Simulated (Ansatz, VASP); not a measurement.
**One calculation of Zn, two programs**

Contents of INCAR:

```
  ALGO = Fast
  EDIFF = 1E-6
  ENCUT = 520
  GGA = PE
  ISIF = 2
  ISMEAR = -1
  LASPH = True
  LCHARG = False
  LREAL = False
  LWAVE = False
  NBANDS = 32
  NELM = 60
  PREC = Accurate
  SIGMA = 0.02
```

The input KPOINTS:

```
k-points
0
Gamma
  7 7 7
```

POSCAR

```
Zn
1.0
    4.0316636400      0.0000000000      0.0000000000
    0.0000000000      4.0316636400      0.0000000000
    0.0000000000      0.0000000000      4.0316636400
Zn
4
Direct
    0.0000000000      0.0000000000      0.0000000000
    0.0000000000      0.5000000000      0.5000000000
    0.5000000000      0.0000000000      0.5000000000
    0.5000000000      0.5000000000      0.0000000000
```

File input.yaml:

```yaml
crystal:
  lattice:
    - [4.03166364, 0.0, 0.0]
    - [0.0, 4.03166364, 0.0]
    - [0.0, 0.0, 4.03166364]
  atoms:
    - { symbol: Zn, position: [0.0, 0.0, 0.0] }
    - { symbol: Zn, position: [0.0, 0.5, 0.5] }
    - { symbol: Zn, position: [0.5, 0.0, 0.5] }
    - { symbol: Zn, position: [0.5, 0.5, 0.0] }
kpoints:
  mp_grid: { grid: [7, 7, 7] }
scf:
  occupations: { method: fermi_dirac, width: 0.02 }
hamiltonian:
  xc: pbe
  pseudopotentials: { kind: all_electron, lapw: { basis_error: 0.003 } }
output:
  forces: true
  stress: true
  eigenvalues: true
```

Change from the starting cell: volume scaled by 1.08.

Alike in both runs: task single point; functional PBE; k mesh 7 × 7 × 7; occupations fermi-dirac, width 0.02 eV; no spin polarisation.

|  | VASP | Ansatz |
| --- | --- | --- |
| version | VASP 6.6.1 | Ansatz 0.2.0 |
| potentials or method | VASP PAW PBE potentials, release 64 (Zn), cutoff 520 eV | all-electron LAPW, scalar-relativistic |

```tsv
	VASP	Ansatz	Ansatz less VASP
gap on the k mesh at the Fermi level (eV)	none	none	-
pressure (GPa)	-4.4	-4.3	+0.16
```

A gap of «none» marks a metal or a gap that the smearing closes. Ansatz ran all-electron here, and VASP with PAW potentials.

Noted on Ansatz's run: the k mesh is thin for a metal, which can move the energy by tens of meV per atom.
